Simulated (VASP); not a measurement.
TiO, 4 atoms in the cell. Symmetry: P6_3/mmc, No. 194, hexagonal system. Conventional cell: a = 2.852 Å, b = 2.852 Å, c = 5.568 Å, α = 90.00°, β = 90.00°, γ = 120.00°. Ti (site symmetry -6m2) has 6 O at 2.16 Å and 6 Ti at 2.85 Å within 2.9 Å. O (site symmetry -3m) has 6 Ti at 2.16 Å and 8 O at 2.78 to 2.85 Å within 2.9 Å. 

- Program: VASP 6.6.1
- Task: single point
- Functional: PBEsol
- Potentials or basis: VASP PAW PBE potentials, release 64 (Ti_sv, O)
- Cutoff: 520 eV
- k mesh: 1 × 1 × 1
- Occupations: gaussian, width 0.1 eV
- Spin: no spin polarisation
- Dipole correction: no
- Further INCAR settings: ALGO = Normal; EDIFF = 1e-06; NBANDS = 26

Potentials or basis: VASP PAW PBE potentials, release 64 (Ti_sv, O).

Launch:

```sh
$ cat potpaw_PBE.64/Ti_sv/POTCAR potpaw_PBE.64/O/POTCAR > POTCAR
$ mpirun -np 1 vasp_gam > vasp.out
```

Hardware: 1 thread of Intel(R) Xeon(R) Platinum 8259CL CPU @ 2.50GHz (Skylake/Cascade Lake) (shared host).

Question: Estimate the wall time of this run.

Answer: It took 5.9 s on 1 thread of Intel(R) Xeon(R) Platinum 8259CL CPU @ 2.50GHz (Skylake/Cascade Lake) (shared host), peak memory 0.15 GiB. Counts: scf iterations 16, k points 1.
